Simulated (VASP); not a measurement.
Input of a VASP 6.6.1 run:

The input INCAR:

```
ALGO = Normal
EDIFF = 1E-6
ENCUT = 600
GGA = PE
GGA_COMPAT = F
ISIF = 2
ISMEAR = 0
LASPH = T
LCHARG = T
LELF = T
LREAL = F
LVHAR = T
LWAVE = F
NBANDS = 23
NELM = 120
PREC = Accurate
SIGMA = 0.15
```

File KPOINTS:

```
k-points
0
Gamma
  4 4 3
```

Contents of POSCAR:

```
TaBiO
1.0
    3.2654447763      0.0000000000      0.0000000000
    0.0000000000      3.2654447763      0.0000000000
    0.0000000000      0.0000000000      6.0207383051
Ta Bi O
1 1 1
Direct
    0.0000000000      0.0000000000      0.0000000000
    0.0000000000      0.0000000000      0.5000000000
    0.5000000000      0.5000000000      0.5000000000
```

Potentials or basis: VASP PAW PBE potentials, release 64 (Ta_pv, Bi_d, O).

Launch:

```sh
$ cat potpaw_PBE.64/Ta_pv/POTCAR potpaw_PBE.64/Bi_d/POTCAR potpaw_PBE.64/O/POTCAR > POTCAR
$ mpirun -np 1 vasp_std > vasp.out
```

Estimate the pressure.

-0.1 GPa.

What does it give for the band gap on the k mesh?

Zero (bands 16 and 17 overlap by 0.74 eV).

Caveat: the k points lie up to 0.48 Å⁻¹ apart, too coarse for converged energies and pressures of a metal; spin-orbit coupling is left out, which moves the levels of the heavy elements.
